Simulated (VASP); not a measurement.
Set up this calculation in VASP 6.6.1, as the native input.

```yaml
Task: single point
Functional: r2SCAN
Potentials_or_basis: VASP PAW PBE potentials, release 64 (Sn_d, O)
Cutoff: 520 eV
k_mesh: 8 × 8 × 8
Occupations: fermi-dirac, width 0.1 eV
Spin: no spin polarisation
Dipole_correction: no
Further_INCAR_settings: ALGO = Normal; EDIFF = 1e-06; NBANDS = 28
```

SnO:

```
Sn O
1.0
     3.80719    0.00000    0.00000
     0.00000    3.80719    0.00000
     0.00000    0.00000    4.93045
Sn O
2 2
Direct
  0.50000 0.00000 0.23274
  0.00000 0.50000 0.76726
  0.00000 0.00000 0.00000
  0.50000 0.50000 0.00000
```

The input as run:

POSCAR

```
SnO
1.0
    3.8071911187      0.0000000000      0.0000000000
    0.0000000000      3.8071911187      0.0000000000
    0.0000000000      0.0000000000      4.9304454582
Sn O
2 2
Direct
    0.5000000000      0.0000000000      0.2327381857
    0.0000000000      0.5000000000      0.7672618143
    0.0000000000      0.0000000000      0.0000000000
    0.5000000000      0.5000000000      0.0000000000
```

INCAR.step1

```
PREC = Accurate ; ENCUT = 520
ISMEAR = -1 ; SIGMA = 0.1
LREAL = F ; LASPH = T
NELM = 80 ; NBANDS = 28
GGA = PE ; ALGO = Normal
EDIFF = 1E-4 ; LWAVE = T
LCHARG = F
```

INCAR.step2

```
PREC = Accurate ; ENCUT = 520
EDIFF = 1E-6 ; ISMEAR = -1
SIGMA = 0.1 ; LREAL = F
LASPH = T ; NELM = 80
ALGO = Normal ; ISIF = 2
LWAVE = F ; LCHARG = F
METAGGA = R2SCAN ; LMIXTAU = T
NBANDS = 28 ; ISTART = 1
```

KPOINTS

```
regular mesh
0
Gamma
  8 8 8
```

Potentials or basis: VASP PAW PBE potentials, release 64 (Sn_d, O).

Command:

```console
$ cat potpaw_PBE.64/Sn_d/POTCAR potpaw_PBE.64/O/POTCAR > POTCAR
$ cp INCAR.step1 INCAR
$ mpirun -np 1 vasp_std > vasp.out
$ cp INCAR.step2 INCAR
$ mpirun -np 1 vasp_std > vasp.out
```

Results of the run:

```yaml
Pressure: 0.6 GPa
Largest_force: 0.143 eV/Å
Band_gap_on_the_k_mesh: 0.36 eV, indirect (least direct gap 2.33 eV)
```

Caveat: the PAW data sets were made with another functional, which shifts forces and pressure a little; spin-orbit coupling is left out, which moves the levels of the heavy elements.

It took 15 min on 1 thread of AMD EPYC 7R13, on a shared host, peak memory 0.23 GiB.
